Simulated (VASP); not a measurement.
InO: single point with PBE+D3(BJ)

System: InO, a slab with vacuum.

```
In O
1.0
     3.64587    0.00000    0.00000
    -1.82293    3.15741    0.00000
     0.00000    0.00000   14.24679
In O
2 2
Direct
  0.66667 0.33333 0.59002
  0.66667 0.33333 0.40998
  0.00000 0.00000 0.63987
  0.00000 0.00000 0.36013
```

This cell differs from its parent crystal: ratio of the length along z to the lengths across it x 0.85, volume and fractional coordinates fixed.

- Program: VASP 6.6.1
- Task: single point
- Functional: PBE
- Dispersion: D3(BJ)
- Potentials or basis: VASP PAW PBE potentials, release 64 (In_d, O)
- Cutoff: 520 eV
- k mesh: 12 × 12 × 4
- Occupations: gaussian, width 0.03 eV
- Spin: no spin polarisation

```
Largest force              : 2.257 eV/Å
Band gap on the k mesh     : 0.26 eV (least direct gap 0.83 eV)
Dispersion energy per atom : -0.134 eV
```

Forces on the atoms (eV/Å):
```
In   0.000  0.000  2.257
In   0.000  0.000 -2.257
O    0.000  0.000 -0.196
O    0.000  0.000  0.196
```

Levels at points of the mesh, in eV from the valence-band top:
```
           k point  band 16  band 17  band 18  band 19  band 20  band 21  band 22  band 23
(0.00, 0.00, 0.00)    -1.59    -1.52    -1.52    -0.57     0.26     3.37     6.04     6.34
(0.50, 0.00, 0.00)    -2.31    -2.22    -1.34    -0.23     2.31     3.88     6.07     6.12
(0.00, 0.00, 0.50)    -1.59    -1.52    -1.52    -0.57     0.26     3.37     5.83     6.76
(0.50, 0.00, 0.50)    -2.31    -2.22    -1.34    -0.23     2.31     3.88     6.07     6.12
```

Wall time 8.9 min on 1 thread of Intel Xeon 8259CL, on a shared host, peak memory 0.41 GiB.

Caveat: there is no dipole correction, which matters where the two faces differ; semilocal functionals underestimate gaps, and a narrow one can read as zero; spin-orbit coupling is left out, which moves the levels of the heavy elements.
